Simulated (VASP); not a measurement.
# SnSe (F-43m) in VASP: a series of runs, part 2 of 2

VASP 6.6.1.

### 7 Relaxation of cell and atoms, PBE

File INCAR:

```
SYSTEM = SnSe
ALGO     = Normal         ! electronic algorithm
EDIFF    = 1E-6           ! SCF threshold, eV
EDIFFG   = -0.02          ! ionic threshold
ENCUT    = 600            ! plane-wave cutoff, eV
GGA      = PE             ! functional
IBRION   = 2              ! ionic algorithm
ISIF     = 3              ! what is computed and relaxed
ISMEAR   = -1             ! smearing method
LASPH    = .TRUE.         ! aspherical terms in the spheres
LCHARG   = .FALSE.        ! write CHGCAR
LREAL    = .FALSE.        ! projectors in reciprocal space
LWAVE    = .FALSE.        ! write WAVECAR
NELM     = 60             ! most SCF steps
NSW      = 80             ! ionic steps
PREC     = Accurate       ! precision mode
SIGMA    = 0.01           ! smearing width, eV
```

File KPOINTS:

```
k-points
0
G
  6 6 6
  0 0 0
```

File POSCAR:

```
SnSe
1.0
    0.0000000000      3.3900301511      3.3900301511
    3.3900301511      0.0000000000      3.3900301511
    3.3900301511      3.3900301511      0.0000000000
Sn Se
1 1
Direct
    0.0000000000      0.0000000000      0.0000000000
    0.2500000000      0.2500000000      0.2500000000
```

Potentials or basis: VASP PAW PBE potentials, release 64 (Sn_d, Se).

Command:

```
cat potpaw_PBE.64/Sn_d/POTCAR potpaw_PBE.64/Se/POTCAR > POTCAR
mpirun -np 1 vasp_std > vasp.out
```

OUTCAR:

```text
SYSTEM = SnSe
   EDIFF = 1E-6
   EDIFFG = -0.02
   ENCUT = 600
   GGA = PE
   IBRION = 2
   ISIF = 3
   ISMEAR = -1
   LASPH = .TRUE.
   LREAL = .FALSE.
   NELM = 60
   NSW = 80
   PREC = Accurate

 ion  position               nearest neighbor table
   1  0.000  0.000  0.000-   2 2.94   2 2.94   2 2.94   2 2.94
   2  0.250  0.250  0.250-   1 2.94   1 2.94   1 2.94   1 2.94

  LATTYP: Found a face centered cubic cell.
 ALAT       =     6.7800603022

  Lattice vectors:

 A1 = (   0.0000000000,   3.3900301511,   3.3900301511)
 A2 = (   3.3900301511,   0.0000000000,   3.3900301511)
 A3 = (   3.3900301511,   3.3900301511,   0.0000000000)

Analysis of symmetry for initial positions (statically):
=====================================================================
 Subroutine PRICEL returns:
 Original cell was already a primitive cell.

 Routine SETGRP: Setting up the symmetry group for a
 face centered cubic supercell.

 Subroutine GETGRP returns: Found 24 space group operations
 (whereof 24 operations were pure point group operations)
 out of a pool of 48 trial point group operations.

The static configuration has the point symmetry T_d .

Analysis of symmetry for dynamics (positions and initial velocities):
=====================================================================
 Subroutine PRICEL returns:
 Original cell was already a primitive cell.

 Routine SETGRP: Setting up the symmetry group for a
 face centered cubic supercell.

 Subroutine GETGRP returns: Found 24 space group operations
 (whereof 24 operations were pure point group operations)
 out of a pool of 48 trial point group operations.

The dynamic configuration has the point symmetry T_d .

 Subroutine INISYM returns: Found 24 space group operations
 (whereof 24 operations are pure point group operations),
 and found     1 'primitive' translations

----------------------------------------------------------------------------------------

                                     Primitive cell

  volume of cell :      77.9185

  direct lattice vectors                    reciprocal lattice vectors
     0.000000000  3.390030151  3.390030151    -0.147491314  0.147491314  0.147491314
     3.390030151  0.000000000  3.390030151     0.147491314 -0.147491314  0.147491314
     3.390030151  3.390030151  0.000000000     0.147491314  0.147491314 -0.147491314

  length of vectors
     4.794226617  4.794226617  4.794226617     0.255462449  0.255462449  0.255462449

  position of ions in fractional coordinates (direct lattice)
     0.000000000  0.000000000  0.000000000
     0.250000000  0.250000000  0.250000000

  ion indices of the primitive-cell ions
   primitive index   ion index
                 1           1
                 2           2

----------------------------------------------------------------------------------------

 KPOINTS: k-points

Automatic generation of k-mesh.
 Grid dimensions read from file:
 generate k-points for:    6    6    6
[... 25 lines left out ...]
  0.166667  0.166667  0.000000      6.000000
  0.333333  0.166667  0.000000     24.000000
[... 8 lines left out ...]
 -0.333333  0.333333  0.166667     24.000000
 -0.333333  0.500000  0.166667     12.000000
   k-points           NKPTS =     16   k-points in BZ     NKDIM =     16   number of bands    NBANDS=     14
   number of dos      NEDOS =    301   number of ions     NIONS =      2
   total plane-waves  NPLWV =  64000
   dimension x,y,z NGX =    40 NGY =   40 NGZ =   40
   dimension x,y,z NGXF=    80 NGYF=   80 NGZF=   80
   ions per type =               1   1
   NGX,Y,Z   is equivalent  to a cutoff of  13.87, 13.87, 13.87 a.u.
   NGXF,Y,Z  is equivalent  to a cutoff of  27.74, 27.74, 27.74 a.u.
 SYSTEM =  SnSe
   PREC   = accura    normal or accurate (medium, high low for compatibility)
   ISTART =      0    job   : 0-new  1-cont  2-samecut
   ICHARG =      2    charge: 1-file 2-atom 10-const
   ISPIN  =      1    spin polarized calculation?
   LNONCOLLINEAR =      F non collinear calculations
   LSORBIT =      F    spin-orbit coupling
   LASPH  =      T    aspherical Exc in radial PAW
   ENCUT  =  600.0 eV  44.10 Ry    6.64 a.u.   9.58  9.58  9.58*2*pi/ulx,y,z
   NELM   =     60;   NELMIN=  2; NELMDL= -5     # of ELM steps
   EDIFF  = 0.1E-05   stopping-criterion for ELM
   LREAL  =      F    real-space projection
   EDIFFG = -.2E-01   stopping-criterion for IOM
   NSW    =     80    number of steps for IOM
   IBRION =      2    ionic relax: 0-MD 1-quasi-New 2-CG
   NFREE  =      1    steps in history (QN), initial steepest desc. (CG)
   ISIF   =      3    stress and relaxation
   ISYM   =      2    0-nonsym 1-usesym 2-fastsym
   POTIM  = 0.5000    time-step for ionic-motion
   TEBEG  =    0.0;   TEEND  =   0.0 temperature during run
   PSTRESS=    0.0 pullay stress
   NELECT =      20.0000    total number of electrons
   NUPDOWN=      -1.0000    fix difference up-down
   EMIN   =  10.00;   EMAX   =-10.00  energy-range for DOS
   EFERMI =   0.00;   METHOD = LEGACY
   ISMEAR =    -1;   SIGMA  =   0.01  broadening in eV -4-tet -1-fermi 0-gaus
   EFERMI_NEDOS =   21; number of points for ismear=-14 and -15
   IALGO  =     38    algorithm
   IMIX   =      4    mixing-type and parameters
     AMIX     =   0.40;   BMIX     =  1.00
     AMIX_MAG =   1.60;   BMIX_MAG =  1.00
  volume/ion in A,a.u.               =      38.96       262.91
  Fermi-wavevector in a.u.,A,eV,Ry     =   1.040410  1.966090 14.727673  1.082453
  Thomas-Fermi vector in A             =   2.174985
   LORBIT       =      0    0 simple, 1 ext, 2 COOP (PROOUT), +10 PAW based schemes
   GGA     = PE    functional components
   LHFCALC =     F    Hartree Fock is set to
   AEXX    =    0.0000 exact exchange contribution
   IVDW    =     0    specifies the selected vdW correction
   LEPSILON=     F    determine dielectric tensor
   LRPA    =     F    only Hartree local field effects (RPA)
 conjugate gradient relaxation of ions
 non-spin polarized calculation
  energy-cutoff  :      600.00
  volume of cell :       77.92
 maximum number of plane-waves:      2637
 NGX is ok and might be reduce to    40
   NGX = 19   NGY = 19   NGZ = 19

 number of electron      20.0000003 magnetization

 Free energy of the ion-electron system (eV)
  ---------------------------------------------------
  ext. energy  EPLUGINS =         0.00000000
  ---------------------------------------------------
  free energy    TOTEN  =        -7.75491050 eV

  energy without entropy =       -7.75491022  energy(sigma->0) =       -7.75491036

 E-fermi :   2.7679     XC(G=0):  -7.7369

 val. band max:        2.6535483568   @ k =  -0.3333   0.5000   0.1667
 cond. band min:       2.8684538439   @ k =   0.5000   0.5000   0.0000
 fundamental gap:      0.2149054871
 Fermi energy:         2.7679325855

 k-point     1 :       0.0000    0.0000    0.0000
  band No.  band energies     occupation
      1     -18.9690      2.00000
      2     -18.9690      2.00000
      3     -18.9690      2.00000
      4     -18.9581      2.00000
      5     -18.9581      2.00000
      6     -10.3378      2.00000
      7      -2.5635      2.00000
      8       0.5816      2.00000
      9       0.5816      2.00000
     10       0.5816      2.00000
     11       4.2846      0.00000
     12       4.2846      0.00000
     13       4.2846      0.00000
     14       7.6052      0.00000
[... 241 lines left out ...]
      1     -18.9746      2.00000
      2     -18.9650      2.00000
      3     -18.9633      2.00000
      4     -18.9591      2.00000
      5     -18.9567      2.00000
      6      -9.7438      2.00000
      7      -4.5522      2.00000
      8      -0.8086      2.00000
      9      -0.7435      2.00000
     10       2.6535      1.99998
     11       3.7322      0.00000
     12       5.7600      0.00000
     13       6.7728      0.00000
     14       8.2267      0.00000

------------------------ aborting loop because EDIFF is reached ----------------------------------------

  FORCE on cell =-STRESS in cart. coord.  units (eV):
  Direction    XX          YY          ZZ          XY          YZ          ZX
  --------------------------------------------------------------------------------------
  -------------------------------------------------------------------------------------
  Total        0.0107435      0.0107435      0.0107435      0.0000000      0.0000000      0.0000000
  in kB        0.2209093      0.2209093      0.2209093      0.0000000      0.0000000      0.0000000
  external PRESSURE =       0.2209093 kB  Pullay stress =       0.0000000 kB

 VOLUME and BASIS-vectors are now :
 -----------------------------------------------------------------------------
  energy-cutoff  :      600.00
  volume of cell :       77.92
      direct lattice vectors                 reciprocal lattice vectors
     0.000000000  3.390030151  3.390030151    -0.147491314  0.147491314  0.147491314
     3.390030151  0.000000000  3.390030151     0.147491314 -0.147491314  0.147491314
     3.390030151  3.390030151  0.000000000     0.147491314  0.147491314 -0.147491314

 POSITION                                       TOTAL-FORCE (eV/Angst)
 -----------------------------------------------------------------------------------
      0.00000      0.00000      0.00000        -0.000000     -0.000000     -0.000000
      1.69502      1.69502      1.69502         0.000000      0.000000      0.000000
 -----------------------------------------------------------------------------------
    total drift:                               -0.000000     -0.000000     -0.000000

  FREE ENERGIE OF THE ION-ELECTRON SYSTEM (eV)
  ---------------------------------------------------
  free  energy   TOTEN  =        -7.7549105019 eV

  energy  without entropy=       -7.7549102207  energy(sigma->0) =       -7.75491036

 reached required accuracy - stopping structural energy minimisation
```

Run time: 38 s. Hardware: 1 thread of Intel Xeon 8259CL, shared host; peak memory 0.25 GiB.

Results:

- Free energy: -7.7549 eV
- Pressure after relaxing: 0.0 GPa
- Band gap on the k mesh: 0.21 eV (least direct gap 0.68 eV)

Final structure:
```
Sn Se
1.0
     0.00000    3.39003    3.39003
     3.39003    0.00000    3.39003
     3.39003    3.39003    0.00000
Sn Se
1 1
Direct
  0.00000 0.00000 0.00000
  0.25000 0.25000 0.25000
```

Caveat: the relaxation stopped at its first step, so nothing moved; spin-orbit coupling is left out, which moves the levels of the heavy elements.

### 8 Overview

```tsv
task	cell	cutoff (eV)	gap on the mesh (eV)	pressure (GPa)
single point	a = 4.794 Å, angles 60.0°, 2 atoms	500	0.21	0.0
relaxation of cell and atoms	relaxed from a = 4.547 Å, angles 60.0°, 2 atoms	500	0.22	0.0
single point	a = 4.794 Å, angles 60.0°, 2 atoms	520	0.21	0.0
single point	a = 4.762 Å, angles 60.0°, 2 atoms	520	0.16	0.7
single point	a = 4.826 Å, angles 60.0°, 2 atoms	520	0.27	-0.6
relaxation of cell and atoms	relaxed from a = 4.794 Å, angles 60.0°, 2 atoms	600	0.21	0.0
```

Alike in all rows: level PBE; potentials or basis VASP PAW PBE potentials, release 64 (Sn_d, Se); no spin polarisation; k mesh 6 × 6 × 6; smearing fermi-dirac 0.01 eV.

Caveats: spin-orbit coupling is left out, which moves the levels of the heavy elements; the relaxation stopped at its first step, so nothing moved (at least some runs).

Absolute energies hang on the potentials; compare differences alone.
